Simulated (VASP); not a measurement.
Set up this calculation in VASP 6.6.1, as the native input.

```yaml
Task: single point
Functional: PBEsol
Potentials_or_basis: VASP PAW PBE potentials, release 64 (Mn_pv)
Cutoff: 520 eV
k_mesh: 10 × 10 × 6
Occupations: fermi-dirac, width 0.05 eV
Spin: collinear spin, ferromagnetic start
Starting_moments: "[6.0, 6.0] μB"
Fixed_moment: 12 μB
Dipole_correction: no
Further_INCAR_settings: ALGO = Normal; EDIFF = 1e-06; NBANDS = 24
```

The structure of Mn lies in POSCAR:

```
Mn
1.0
    2.4836457705      0.0000000000      0.0000000000
   -1.2418228853      2.1509003313      0.0000000000
    0.0000000000      0.0000000000      4.0261950000
Mn
2
Direct
    0.3333333333      0.6666666667      0.2500000000
    0.6666666667      0.3333333333      0.7500000000
```

The input as run:

INCAR

```
ALGO = Normal ; EDIFF = 1E-6
ENCUT = 520 ; GGA = PS
ISIF = 2 ; ISMEAR = -1
ISPIN = 2 ; LASPH = True
LCHARG = True ; LELF = True
LMAXMIX = 4 ; LORBIT = 11
LREAL = False ; LVHAR = True
LWAVE = False ; MAGMOM = 6 6
NBANDS = 24 ; NELM = 150
NUPDOWN = 12.0 ; PREC = Accurate
SIGMA = 0.05
```

KPOINTS

```
k-points
0
Gamma
  10 10 6
```

Potentials or basis: VASP PAW PBE potentials, release 64 (Mn_pv).

Run with:

```bash
$ cat potpaw_PBE.64/Mn_pv/POTCAR > POTCAR
$ mpirun -np 1 vasp_std > vasp.out
```

Results of the run:

- Pressure: 271.3 GPa
- Net moment: 12.00 μB per cell
- Site moments: Mn +5.39 μB
- Valence electrons inside the program's atomic spheres: Mn 12.08

Caveat: the PAW data sets were made with another functional, which shifts forces and pressure a little; the total moment is fixed, so each spin has its own Fermi level.

Run time: 32 s on 1 thread of AMD EPYC 9R45 96-Core Processor (Zen 5), on a shared host, peak memory 0.13 GiB.
